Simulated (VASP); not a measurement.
A run of VASP 6.6.1:

POSCAR

```
KCl
1.0
    3.6666997592      0.0000000000      0.0000000000
    0.0000000000      3.6666997592      0.0000000000
    0.0000000000      0.0000000000      3.6666997592
K Cl
1 1
Direct
    0.0000000000      0.0000000000      0.0000000000
    0.5000000000      0.5000000000      0.5000000000
```

Contents of INCAR.step1:

```
ALGO     = Normal         # electronic algorithm
EDIFF    = 1E-4           # SCF threshold, eV
ENCUT    = 520            # plane-wave cutoff, eV
GGA      = PE             # functional
ISMEAR   = 0              # smearing method
LASPH    = T              # aspherical terms in the spheres
LCHARG   = F              # write CHGCAR
LREAL    = F              # projectors in reciprocal space
LWAVE    = T              # write WAVECAR
NBANDS   = 15             # bands
NELM     = 60             # most SCF steps
PREC     = Accurate       # precision mode
SIGMA    = 0.05           # smearing width, eV
```

File INCAR.step2:

```
ALGO     = Normal         # electronic algorithm
EDIFF    = 1E-6           # SCF threshold, eV
ENCUT    = 520            # plane-wave cutoff, eV
ISIF     = 2              # what is computed and relaxed
ISMEAR   = 0              # smearing method
ISTART   = 1            
LASPH    = T              # aspherical terms in the spheres
LCHARG   = F              # write CHGCAR
LMIXTAU  = T            
LREAL    = F              # projectors in reciprocal space
LWAVE    = F              # write WAVECAR
METAGGA  = R2SCAN         # meta-GGA
NBANDS   = 15             # bands
NELM     = 60             # most SCF steps
PREC     = Accurate       # precision mode
SIGMA    = 0.05           # smearing width, eV
```

KPOINTS

```
k-points
0
Gamma
  6 6 6
```

Potentials or basis: VASP PAW PBE potentials, release 64 (K_sv, Cl).

Run with:

```console
$ cat potpaw_PBE.64/K_sv/POTCAR potpaw_PBE.64/Cl/POTCAR > POTCAR
$ cp INCAR.step1 INCAR
$ mpirun -np 1 vasp_std > vasp.out
$ cp INCAR.step2 INCAR
$ mpirun -np 1 vasp_std > vasp.out
```

Hardware: 1 thread of Intel Xeon 8259CL (shared host).

How long does it take, and how much memory?

Wall time 69 s on 1 thread of Intel Xeon 8259CL (shared host), peak memory 0.17 GiB. Counts: k points 20.
